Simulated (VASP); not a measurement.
# AgB2: relaxation of cell and atoms with PBEsol

AgB2:

```
Ag B
1.0
     3.04000    0.00000    0.00000
    -1.52000    2.63272    0.00000
     0.00000    0.00000    4.86400
Ag B
1 2
Direct
  0.00000 0.00000 0.00000
  0.33333 0.66667 0.25000
  0.66667 0.33333 0.75000
```

```yaml
Program: VASP 6.6.1
Task: relaxation of cell and atoms
Functional: PBEsol
Potentials_or_basis: VASP PAW PBE potentials, release 64 (Ag, B)
Cutoff: 600 eV
k_mesh: 8 × 8 × 4
Occupations: fermi-dirac, width 0.05 eV
Spin: no spin polarisation
Dipole_correction: no
Further_INCAR_settings: ALGO = Normal; EDIFF = 1e-06; IBRION = 2; EDIFFG = -0.02; NSW = 80; ISIF = 3
```

- Relaxed volume: 10.32 Å³/atom
- Relaxed cell: a = 3.010 Å, b = 3.010 Å, c = 3.945 Å, α = 90.00°, β = 90.00°, γ = 120.00°
- Space group after relaxing (to 0.1 Å): P6/mmm (No. 191)
- Pressure after relaxing: -0.2 GPa
- Largest force after relaxing: 0.011 eV/Å
- Band gap on the k mesh: zero (an odd number of electrons rules out a gap without spin polarisation)

Forces in eV/Å, atoms in the order of the input:
```
Ag   0.000  0.000  0.000
B    0.000  0.000  0.011
B    0.000  0.000 -0.011
```

Final structure:
```cif
data_structure
_symmetry_space_group_name_H-M 'P 1'
_symmetry_Int_Tables_number 1
_cell_length_a 3.0102
_cell_length_b 3.0102
_cell_length_c 3.9451
_cell_angle_alpha 90.000
_cell_angle_beta 90.000
_cell_angle_gamma 120.000
_cell_volume 30.96
loop_
_atom_site_label
_atom_site_type_symbol
_atom_site_fract_x
_atom_site_fract_y
_atom_site_fract_z
_atom_site_occupancy
Ag1 Ag 0.00000 0.00000 0.00000 1
B1 B 0.33333 0.66667 0.49974 1
B2 B 0.66667 0.33333 0.50026 1
```

Levels at points of the mesh, in eV from the Fermi level:
| k point | band 7 | band 8 | band 9 | band 10 | band 11 | band 12 |
| --- | --- | --- | --- | --- | --- | --- |
| (0.00, 0.00, 0.00) | -3.85 | 1.26 | 1.26 | 1.72 | 7.33 | 7.33 |
| (0.50, 0.00, 0.00) | -2.63 | -1.85 | 2.45 | 3.10 | 4.10 | 6.03 |
| (0.00, 0.00, 0.50) | -4.12 | 0.87 | 0.87 | 8.72 | 8.72 | 8.81 |
| (0.50, 0.00, 0.50) | -2.86 | -2.46 | -0.27 | 1.28 | 6.28 | 10.34 |

Wall time 4.2 min on 1 thread of Intel(R) Xeon(R) Platinum 8488C (Sapphire Rapids), with other jobs on the host, peak memory 0.19 GiB.

Caveat: the volume moved by over 15 % at a fixed basis, so the end points are rough; the PAW data sets were made with another functional, which shifts forces and pressure a little.
